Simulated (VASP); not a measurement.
# W (Fm-3m) in VASP: further runs, part 2 of 2

VASP 6.6.1.

## 4. Relaxation of cell and atoms, PBE+D3(BJ)

This run uses another cell than the first one, of 16.45 Å³/atom, 1.024 times its volume.

The input, INCAR:

```
PREC = Accurate
ENCUT = 500
EDIFF = 1E-7
ISMEAR = 0
SIGMA = 0.1
LREAL = F
LASPH = T
NELM = 120
ALGO = Normal
ISIF = 3
LWAVE = F
LCHARG = F
GGA = PE
IVDW = 12
IBRION = 2
NSW = 70
EDIFFG = -0.005
GGA_COMPAT = F
NELMIN = 4
```

The input, KPOINTS:

```
regular mesh
0
Gamma
  18 18 18
```

The input, POSCAR:

```
W
1.0
    0.0000000000      2.0185031151      2.0185031151
    2.0185031151      0.0000000000      2.0185031151
    2.0185031151      2.0185031151      0.0000000000
W
1
Direct
    0.0000000000      0.0000000000      0.0000000000
```

Potentials or basis: VASP PAW PBE potentials, release 64 (W_sv).

Launch:

```sh
$ cat potpaw_PBE.64/W_sv/POTCAR > POTCAR
$ mpirun -np 1 vasp_std > vasp.out
```

OUTCAR:

```text
PREC = Accurate
   ENCUT = 500
   EDIFF = 1E-7
   ISMEAR = 0
   LREAL = F
   LASPH = T
   NELM = 120
   ISIF = 3
   GGA = PE
   IVDW = 12
   IBRION = 2
   NSW = 70
   EDIFFG = -0.005
   NELMIN = 4
 IVDW          = 12

 ion  position               nearest neighbor table
   1  0.000  0.000  0.000-

  LATTYP: Found a face centered cubic cell.
 ALAT       =     4.0370062302

  Lattice vectors:

 A1 = (   0.0000000000,   2.0185031151,   2.0185031151)
 A2 = (   2.0185031151,   0.0000000000,   2.0185031151)
 A3 = (   2.0185031151,   2.0185031151,   0.0000000000)

Analysis of symmetry for initial positions (statically):
=====================================================================
 Subroutine PRICEL returns:
 Original cell was already a primitive cell.

 Routine SETGRP: Setting up the symmetry group for a
 face centered cubic supercell.

 Subroutine GETGRP returns: Found 48 space group operations
 (whereof 48 operations were pure point group operations)
 out of a pool of 48 trial point group operations.

The static configuration has the point symmetry O_h .

Analysis of symmetry for dynamics (positions and initial velocities):
=====================================================================
 Subroutine PRICEL returns:
 Original cell was already a primitive cell.

 Routine SETGRP: Setting up the symmetry group for a
 face centered cubic supercell.

 Subroutine GETGRP returns: Found 48 space group operations
 (whereof 48 operations were pure point group operations)
 out of a pool of 48 trial point group operations.

The dynamic configuration has the point symmetry O_h .

 Subroutine INISYM returns: Found 48 space group operations
 (whereof 48 operations are pure point group operations),
 and found     1 'primitive' translations

----------------------------------------------------------------------------------------

                                     Primitive cell

  volume of cell :      16.4482

  direct lattice vectors                    reciprocal lattice vectors
     0.000000000  2.018503115  2.018503115    -0.247708312  0.247708312  0.247708312
[... 99 lines left out ...]
   ISMEAR =     0;   SIGMA  =   0.10  broadening in eV -4-tet -1-fermi 0-gaus
   EFERMI_NEDOS =   21; number of points for ismear=-14 and -15
   IALGO  =     38    algorithm
   IMIX   =      4    mixing-type and parameters
     AMIX     =   0.40;   BMIX     =  1.00
     AMIX_MAG =   1.60;   BMIX_MAG =  1.00
  volume/ion in A,a.u.               =      16.45       111.00
  Fermi-wavevector in a.u.,A,eV,Ry     =   1.551475  2.931862 32.750235  2.407074
  Thomas-Fermi vector in A             =   2.655989
   LORBIT       =      0    0 simple, 1 ext, 2 COOP (PROOUT), +10 PAW based schemes
   GGA     = PE    functional components
   LHFCALC =     F    Hartree Fock is set to
   AEXX    =    0.0000 exact exchange contribution
   IVDW    =    12    specifies the selected vdW correction
   LEPSILON=     F    determine dielectric tensor
   LRPA    =     F    only Hartree local field effects (RPA)
 conjugate gradient relaxation of ions
 non-spin polarized calculation
 Gauss-broadening in eV      SIGMA  =   0.10
  energy-cutoff  :      500.00
  volume of cell :       16.45
 maximum number of plane-waves:       444
 NGX is ok and might be reduce to    24
   NGX = 11   NGY = 11   NGZ = 11

--------------------------------------- Ionic step        1  -------------------------------------------

 number of electron      14.0000002 magnetization

 Free energy of the ion-electron system (eV)
  ---------------------------------------------------
  ext. energy  EPLUGINS =         0.00000000
  ---------------------------------------------------
  free energy    TOTEN  =       -12.47515887 eV

  energy without entropy =      -12.46847949  energy(sigma->0) =      -12.47181918

------------------------ aborting loop because EDIFF is reached ----------------------------------------

 Edisp (eV)   -0.66915

 E8    (eV) :    -0.3429
[... 108 lines left out ...]
--------------------------------------- Ionic step        4  -------------------------------------------

 number of electron      14.0000000 magnetization

 Free energy of the ion-electron system (eV)
  ---------------------------------------------------
  ext. energy  EPLUGINS =         0.00000000
  ---------------------------------------------------
  free energy    TOTEN  =       -12.46702678 eV

  energy without entropy =      -12.46039281  energy(sigma->0) =      -12.46370980

 E-fermi :  10.7483     XC(G=0): -13.5446

 val. band max:       10.7470767650   @ k =   0.4444   0.0556   0.0000
 cond. band min:      10.7485165202   @ k =  -0.2222   0.0556   0.0000
 fundamental gap:      0.0014397552
 Fermi energy:        10.7483479117

 k-point     1 :       0.0000    0.0000    0.0000
  band No.  band energies     occupation
      1     -62.8775      2.00000
      2     -26.4827      2.00000
      3     -26.4827      2.00000
      4     -26.4827      2.00000
      5       1.6646      2.00000
      6      10.1767      2.00000
      7      10.1767      2.00000
      8      10.1767      2.00000
      9      13.3908      0.00000
     10      13.3908      0.00000
     11      23.5685      0.00000
[... 309 lines left out ...]
 k-point    24 :      -0.2222    0.0556    0.0000
  band No.  band energies     occupation
      1     -62.8208      2.00000
      2     -27.0848      2.00000
      3     -26.6018      2.00000
      4     -26.5473      2.00000
      5       3.9167      2.00000
      6       9.0621      2.00000
      7      10.5967      1.96807
      8      10.7485      0.99810
      9      12.8848      0.00000
     10      13.9459      0.00000
     11      24.2616      0.00000

 [... further k-points ...]

------------------------ aborting loop because EDIFF is reached ----------------------------------------

 Edisp (eV)   -0.68430

 E8    (eV) :    -0.3507
[... 24 lines left out ...]
  FREE ENERGIE OF THE ION-ELECTRON SYSTEM (eV)
  ---------------------------------------------------
  free  energy   TOTEN  =       -13.1513284999 eV

  energy  without entropy=      -13.1446945302  energy(sigma->0) =      -13.14801152

 reached required accuracy - stopping structural energy minimisation
```

It took 32 s on 1 thread of Intel Xeon 6975P-C (Granite Rapids), shared host; peak memory 0.18 GiB.

What came out:

```yaml
Free_energy: -13.1513 eV
Relaxed_volume: 16.09 Å³/atom
Relaxed_cell: a = 2.834 Å, b = 2.834 Å, c = 2.834 Å, α = 60.00°, β = 60.00°, γ = 60.00°
Space_group_after_relaxing_to_0.05_Å: Fm-3m (No. 225)
Energy_gained_by_relaxing: 7.0 meV/atom
Ionic_steps: 4
Pressure_after_relaxing: 0.0 GPa
Band_gap_on_the_k_mesh: zero (band 7 reaches 13.92 eV, above the bottom of band 8 at 10.18 eV)
Dispersion_energy_per_atom: -0.684 eV
```

Step by step:
```
step  energy change (eV)  largest force (eV/Å)  pressure (GPa)  volume (Å³)
   1              0.0000                0.0000           -6.22        16.45
   2              0.0748                0.0000           24.98        14.97
   3             -0.0070                0.0000           -0.16        16.10
   4             -0.0070                0.0000           -0.02        16.09
```

Final structure:
```
CELL_PARAMETERS angstrom
0.00000 2.00395 2.00395
2.00395 0.00000 2.00395
2.00395 2.00395 0.00000
ATOMIC_POSITIONS crystal
W 0.00000 0.00000 0.00000
```

Levels at points of the mesh, in eV from the Fermi level:
```
           k point  band 3  band 4  band 5  band 6  band 7  band 8  band 9  band 10  band 11
(0.00, 0.00, 0.00)  -37.23  -37.23   -9.08   -0.57   -0.57   -0.57    2.64     2.64    12.82
(0.50, 0.00, 0.00)  -37.39  -37.39   -5.70   -0.80   -0.80    0.70    5.19     5.19    10.59
(0.50, 0.50, 0.00)  -37.67  -37.67   -5.61   -4.63    3.17    5.16    5.94     5.94    11.92
```

Caveat: spin-orbit coupling is left out, which moves the levels of the heavy elements; pairwise dispersion overbinds metals, which lowers pressure and volume.

## 5. The runs side by side

```csv
task,cell,smearing,gap on the mesh (eV),pressure (GPa)
single point,"a = 2.832 Å, angles 60.0°, 1 atom",gaussian 0.1 eV,none,0.7
single point,"a = 2.832 Å, angles 60.0°, 1 atom",tetrahedron,none,1.0
relaxation of cell and atoms,"relaxed from a = 2.855 Å, angles 60.0°, 1 atom",gaussian 0.1 eV,none,0.0
```

Alike in all rows: level PBE+D3(BJ); potentials or basis VASP PAW PBE potentials, release 64 (W_sv); no spin polarisation; k mesh 18 × 18 × 18; cutoff (eV) 500.

Caveats: spin-orbit coupling is left out, which moves the levels of the heavy elements; pairwise dispersion overbinds metals, which lowers pressure and volume.

Total energies depend on the potentials used, so only differences within one code and one set of settings carry meaning.
